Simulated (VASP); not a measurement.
LiH:

```
Li H
1.0
     0.00000    2.14512    2.15306
     2.14512    0.00000    2.15306
     2.14512    2.14512    0.00000
Li H
1 1
Cartesian
  0.0000 0.0000 0.0000
  1.0726 1.0726 1.0765
```

This cell differs from its parent crystal: uniaxial z strain +0.4%.

Base run:

| Quantity | Value |
| --- | --- |
| Program | VASP 6.6.1 |
| Functional | PBE |
| Potentials or basis | VASP PAW PBE potentials, release 64 (Li_sv, H) |
| Cutoff | 520 eV |
| k mesh | 10 × 10 × 10 |
| Occupations | fermi-dirac, width 0.02 eV |
| Spin | no spin polarisation |

Its results: band gap on the k mesh 4.23 eV, indirect (least direct gap 5.26 eV).

**Question.** The run is repeated on the same cell with these changes: functional from PBE to r2SCAN; occupations from fermi-dirac, width 0.02 eV to gaussian, width 0.01 eV. What comes out?

**Answer.** Band gap on the k mesh 4.81 eV, indirect (least direct gap 5.84 eV).

A k mesh can miss the band edges.
